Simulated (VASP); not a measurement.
# AlFe (Pm-3m) in VASP: vibrations by perturbation theory with PBEsol

Aim: the vibrations by perturbation theory of AlFe with PBEsol.

All numbers are computed with VASP 6.6.1; they aren't measurements. Logs are shortened: lines on timing, memory, paths and dates and some standing lists are left out, and cuts for length are marked.

## 1. The cell of the first run

Symmetry: Pm-3m, No. 221, cubic system. Conventional cell: a = 2.910 Å, b = 2.910 Å, c = 2.910 Å, α = 90.00°, β = 90.00°, γ = 90.00°. Fe (site symmetry m-3m) has 8 Al at 2.52 Å and 6 Fe at 2.91 Å within 3.3 Å. Al (site symmetry m-3m) has 8 Fe at 2.52 Å and 6 Al at 2.91 Å within 3.3 Å.

## 2. Vibrations by perturbation theory, PBEsol, collinear spin, ferromagnetic start

The input, INCAR:

```
SYSTEM = AlFe
PREC     = Accurate       ! precision mode
ENCUT    = 520            ! plane-wave cutoff, eV
EDIFF    = 1E-8           ! SCF threshold, eV
ISMEAR   = -1             ! smearing method
SIGMA    = 0.05           ! smearing width, eV
LREAL    = .False.        ! projectors in reciprocal space
LASPH    = .True.         ! aspherical terms in the spheres
NELM     = 150            ! most SCF steps
ALGO     = Normal         ! electronic algorithm
ISIF     = 2              ! what is computed and relaxed
LWAVE    = .False.        ! write WAVECAR
LCHARG   = .True.         ! write CHGCAR
ISPIN    = 2              ! spin polarisation
MAGMOM   = 3 0            ! initial moments
LORBIT   = 11             ! projections on sites
LMAXMIX  = 4              ! l up to which the mixer works
GGA      = PS             ! functional
NBANDS   = 16             ! bands
IBRION   = 8              ! ionic algorithm
NSW      = 1              ! ionic steps
```

The input, KPOINTS:

```
regular mesh
0
Gamma
  8 8 8
  0 0 0
```

The input, POSCAR:

```
AlFe
1.0
    2.9100000000      0.0000000000      0.0000000000
    0.0000000000      2.9100000000      0.0000000000
    0.0000000000      0.0000000000      2.9100000000
Fe Al
1 1
Direct
    0.5000000000      0.5000000000      0.5000000000
    0.0000000000      0.0000000000      0.0000000000
```

Potentials or basis: VASP PAW PBE potentials, release 64 (Fe, Al).

Command:

```bash
$ cat potpaw_PBE.64/Fe/POTCAR potpaw_PBE.64/Al/POTCAR > POTCAR
$ mpirun -np 1 vasp_std > vasp.out
```

OUTCAR:

```text
SYSTEM = AlFe
   PREC = Accurate
   ENCUT = 520
   EDIFF = 1E-8
   ISMEAR = -1
   LREAL = .False.
   LASPH = .True.
   NELM = 150
   ISIF = 2
   ISPIN = 2
   LORBIT = 11
   GGA = PS
   IBRION = 8
   NSW = 1

 ion  position               nearest neighbor table
   1  0.500  0.500  0.500-   2 2.52   2 2.52   2 2.52   2 2.52   2 2.52   2 2.52   2 2.52   2 2.52

   2  0.000  0.000  0.000-   1 2.52   1 2.52   1 2.52   1 2.52   1 2.52   1 2.52   1 2.52   1 2.52

  LATTYP: Found a simple cubic cell.
 ALAT       =     2.9100000000

  Lattice vectors:

 A1 = (   2.9100000000,   0.0000000000,   0.0000000000)
 A2 = (   0.0000000000,   2.9100000000,   0.0000000000)
 A3 = (   0.0000000000,   0.0000000000,   2.9100000000)

Analysis of symmetry for initial positions (statically):
=====================================================================
 Subroutine PRICEL returns:
 Original cell was already a primitive cell.

 Routine SETGRP: Setting up the symmetry group for a
 simple cubic supercell.

 Subroutine GETGRP returns: Found 48 space group operations
 (whereof 48 operations were pure point group operations)
 out of a pool of 48 trial point group operations.

The static configuration has the point symmetry O_h .

Analysis of symmetry for dynamics (positions and initial velocities):
=====================================================================
 Subroutine PRICEL returns:
 Original cell was already a primitive cell.

 Routine SETGRP: Setting up the symmetry group for a
 simple cubic supercell.

 Subroutine GETGRP returns: Found 48 space group operations
 (whereof 48 operations were pure point group operations)
 out of a pool of 48 trial point group operations.

The dynamic configuration has the point symmetry O_h .

Analysis of structural, dynamic, and magnetic symmetry:
=====================================================================
 Subroutine PRICEL returns:
 Original cell was already a primitive cell.

[... 1105 lines left out ...]
      1.45500      1.45500      1.45500         0.000000      0.000000      0.000000
      0.00000      0.00000      0.00000         0.000000      0.000000      0.000000
 -----------------------------------------------------------------------------------
    total drift:                                0.000000     -0.000000     -0.000000

  FREE ENERGIE OF THE ION-ELECTRON SYSTEM (eV)
  ---------------------------------------------------
  free  energy   TOTEN  =       -13.6805561096 eV

  energy  without entropy=      -13.6606874512  energy(sigma->0) =      -13.67062178

[... ionic steps 2 to 3 ...]

--------------------------------------- Ionic step        4  -------------------------------------------

------------------------ aborting loop because EDIFF is reached ----------------------------------------

[... ionic steps 5 to 6 ...]

--------------------------------------- Ionic step        7  -------------------------------------------

 Free energy of the ion-electron system (eV)
  ---------------------------------------------------
  ---------------------------------------------------
  free energy    TOTEN  =        -0.00570357 eV

  energy without entropy =       -0.00570357

------------------------ aborting loop because EDIFF is reached ----------------------------------------

 INTERNAL STRAIN TENSOR  FOR ION    2  DIRECTION 1   (eV/Angst):
 -----------------------------------------------------------------------------
    -0.04796  0.00000  0.00000
     0.00000  0.02129 -0.00000
     0.00000 -0.00000  0.02129

 INTERNAL STRAIN TENSOR FOR ION    2 for displacements in x,y,z  (eV/Angst):
          X           Y           Z          XY          YZ          ZX
  --------------------------------------------------------------------------------
  x     0.00000     0.00000     0.00000     0.00000     0.00000     0.00000
  y     0.00000     0.00000     0.00000     0.00000     0.00000     0.00000
  z     0.00000     0.00000     0.00000     0.00000     0.00000     0.00000

 SECOND DERIVATIVES (NOT SYMMETRIZED)
 ------------------------------------
               1X          1Y          1Z          2X          2Y          2Z
  1X    -6.848142   -0.000000    0.000000    6.848142    0.000000   -0.000000
  1Y    -0.000000   -6.848142   -0.000000    0.000000    6.848142    0.000000
  1Z    -0.000000   -0.000000   -6.848142    0.000000    0.000000    6.848142
  2X     6.847556    0.000000    0.000000   -6.847556   -0.000000    0.000000
  2Y     0.000000    6.847556   -0.000000   -0.000000   -6.847556    0.000000
  2Z     0.000000    0.000000    6.847556   -0.000000   -0.000000   -6.847556

 Eigenvectors and eigenvalues of the dynamical matrix
 ----------------------------------------------------

   1 f  =    9.591449 THz    60.264851 2PiTHz  319.936300 cm-1    39.667028 meV
             X         Y         Z           dx          dy          dz
      1.455000  1.455000  1.455000    -0.000000   -0.570759    0.000000
      0.000000  0.000000  0.000000    -0.000000    0.821117    0.000000
[... 21 lines left out ...]
   6 f/i=    0.000192 THz     0.001208 2PiTHz    0.006412 cm-1     0.000795 meV
             X         Y         Z           dx          dy          dz
      1.455000  1.455000  1.455000     0.534189    0.623599    0.000000
      0.000000  0.000000  0.000000     0.371315    0.433464    0.000000

--------------------------------------------------------------------------------------------------------

 ELASTIC MODULI CONTR FROM IONIC RELAXATION (kBar)
 Direction    XX          YY          ZZ          XY          YZ          ZX
 --------------------------------------------------------------------------------
 XX           0.0000      0.0000      0.0000      0.0000      0.0000      0.0000
 YY           0.0000      0.0000      0.0000      0.0000      0.0000      0.0000
 ZZ           0.0000      0.0000      0.0000      0.0000      0.0000      0.0000
 XY           0.0000      0.0000      0.0000      0.0000      0.0000      0.0000
 YZ           0.0000      0.0000      0.0000      0.0000      0.0000      0.0000
 ZX           0.0000      0.0000      0.0000      0.0000      0.0000      0.0000
 --------------------------------------------------------------------------------

 total charge

# of ion       s       p       d       tot
------------------------------------------
    1        0.420   0.476   6.458   7.354
    2        0.394   0.420   0.000   0.814
--------------------------------------------------
tot          0.814   0.896   6.458   8.169

 magnetization (x)

# of ion       s       p       d       tot
------------------------------------------
    1        0.001   0.007   0.786   0.794
    2       -0.008  -0.018   0.000  -0.026
--------------------------------------------------
tot         -0.007  -0.010   0.786   0.768
```

OSZICAR:

```text
N       E                     dE             d eps       ncg     rms          rms(c)
DAV:   1     0.273176737146E+02    0.27318E+02   -0.44210E+03  2312   0.689E+02
DAV:   2    -0.138899771237E+02   -0.41208E+02   -0.36661E+02  2568   0.136E+02
DAV:   3    -0.152968040809E+02   -0.14068E+01   -0.13890E+01  2784   0.266E+01
DAV:   4    -0.153167137943E+02   -0.19910E-01   -0.19901E-01  2800   0.285E+00
[... 42 lines left out ...]
RMM:   6    -0.570349710714E-02   -0.17503E-05   -0.16239E-07  7904   0.315E-03    0.194E-03
RMM:   7    -0.570361003646E-02   -0.11293E-06   -0.27978E-08  7549   0.139E-03    0.713E-04
RMM:   8    -0.570356368232E-02    0.46354E-07    0.79701E-09  8040   0.604E-04    0.452E-04
RMM:   9    -0.570357042542E-02   -0.67431E-08    0.27012E-10  8493   0.170E-04    0.360E-04
 Linear response finished
```

stdout:

```text
POSCAR found type information on POSCAR FeAl
 POSCAR found :  2 types and       2 ions
 scaLAPACK will be used
 -----------------------------------------------------------------------------
|                                                                             |
|                                                                             |
|     You enforced a specific xc type in the INCAR file but a different       |
|     I HOPE YOU KNOW WHAT YOU ARE DOING!                                     |
|                                                                             |
 -----------------------------------------------------------------------------

 LDA part: xc-table for (Slater+PW92), standard interpolation
 POSCAR, INCAR and KPOINTS ok, starting setup
 FFT: planning ... GRIDC
 FFT: planning ... GRID_SOFT
 FFT: planning ... GRID
 WAVECAR not read
 entering main loop
 Linear response reoptimize wavefunctions to high precision
 Linear response DOF=           2
 Linear response progress:
 first order change of Fermi-energy   0.29275E-02
 force on displaced ion       1 direction 1 :  -6.848  -0.000  -0.000
 Linear response progress:
 first order change of Fermi-energy  -0.28981E-03
 force on displaced ion       2 direction 1 :  -6.848  -0.000  -0.000
 Linear response finished
```

It took 2.1 min on 1 thread of Intel Xeon 6975P-C, shared host; peak memory 0.25 GiB.

Results:

| Quantity | Value |
| --- | --- |
| Net moment | 0.75 μB per cell |
| Site moments | Fe +0.79; Al -0.03 μB |
| Valence electrons inside the program's atomic spheres | Fe 7.35; Al 0.81 |
| Highest phonon frequency at Γ, LO-TO splitting left out | 320 cm⁻¹ |

Phonon frequencies in cm⁻¹ (negative: imaginary):
```
              q point        frequencies
(0.000, 0.000, 0.000)  0 0 0 320 320 320
```

Caveat: the cell wasn't relaxed at this level first, which shifts response properties.
